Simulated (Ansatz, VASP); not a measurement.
Two plane-wave programs on Ta

Contents of POSCAR:

```
Ta
1.0
   -1.6017416000      1.6017416000      1.6512800000
    1.6017416000     -1.6017416000      1.6512800000
    1.6017416000      1.6017416000     -1.6512800000
Ta
1
Direct
    0.0000000000      0.0000000000      0.0000000000
```

File INCAR.step1:

```
SYSTEM = Ta
PREC     = Accurate       ! precision mode
ENCUT    = 520            ! plane-wave cutoff, eV
ISMEAR   = 0              ! smearing method
SIGMA    = 0.15           ! smearing width, eV
LREAL    = .False.        ! projectors in reciprocal space
LASPH    = .True.         ! aspherical terms in the spheres
NELM     = 60             ! most SCF steps
NBANDS   = 12             ! bands
GGA      = PE             ! functional
ALGO     = Normal         ! electronic algorithm
EDIFF    = 1E-4           ! SCF threshold, eV
LWAVE    = .True.         ! write WAVECAR
LCHARG   = .False.        ! write CHGCAR
```

Contents of INCAR.step2:

```
SYSTEM = Ta
PREC     = Accurate       ! precision mode
ENCUT    = 520            ! plane-wave cutoff, eV
EDIFF    = 1E-6           ! SCF threshold, eV
ISMEAR   = 0              ! smearing method
SIGMA    = 0.15           ! smearing width, eV
LREAL    = .False.        ! projectors in reciprocal space
LASPH    = .True.         ! aspherical terms in the spheres
NELM     = 60             ! most SCF steps
ALGO     = Normal         ! electronic algorithm
ISIF     = 2              ! what is computed and relaxed
LWAVE    = .False.        ! write WAVECAR
LCHARG   = .False.        ! write CHGCAR
METAGGA  = R2SCAN         ! meta-GGA
LMIXTAU  = .True.       
NBANDS   = 12             ! bands
ISTART   = 1
```

KPOINTS

```
regular mesh
0
Gamma
  20 20 20
  0 0 0
```

Input for Ansatz:

```yaml
crystal:
  lattice:
    - [-1.6017416, 1.6017416, 1.65128]
    - [1.6017416, -1.6017416, 1.65128]
    - [1.6017416, 1.6017416, -1.65128]
  atoms:
    - { symbol: Ta, position: [0.0, 0.0, 0.0] }
basis:
  ecutwfc: 500
kpoints:
  mp_grid: { grid: [20, 20, 20] }
hamiltonian:
  xc: r2scan
scf:
  occupations: { method: gaussian, width: 0.15 }
output:
  forces: true
  stress: true
  eigenvalues: true
```

Change from the starting cell: strain -0.030 along x and y, +0.000 along z, atoms carried along.

Alike in both runs: task single point; functional r2SCAN; k mesh 20 × 20 × 20; occupations gaussian, width 0.15 eV; no spin polarisation.

|  | VASP | Ansatz |
| --- | --- | --- |
| version | VASP 6.6.1 | Ansatz 0.2.0 |
| potentials or method | VASP PAW PBE potentials, release 64 (Ta_pv), cutoff 520 eV | scalar-relativistic, plane waves, PAW |
| valence electrons in the cell | 11 | 13 |

```csv
,VASP,Ansatz,Ansatz less VASP
gap on the k mesh at the Fermi level (eV),none,none,-
pressure (GPa),15.4,14.6,-0.87
"traceless stress, the component that is largest in VASP (GPa)",-2.89,-2.91,-0.014
```

VASP's potentials were made for PBE, not for r2SCAN. A gap of «none» marks a metal or a gap that the smearing closes. VASP's potentials hold 11 valence electrons a cell and Ansatz's 13, so a difference there can come from the potentials and not from the codes.

Neither program's run includes spin-orbit coupling.
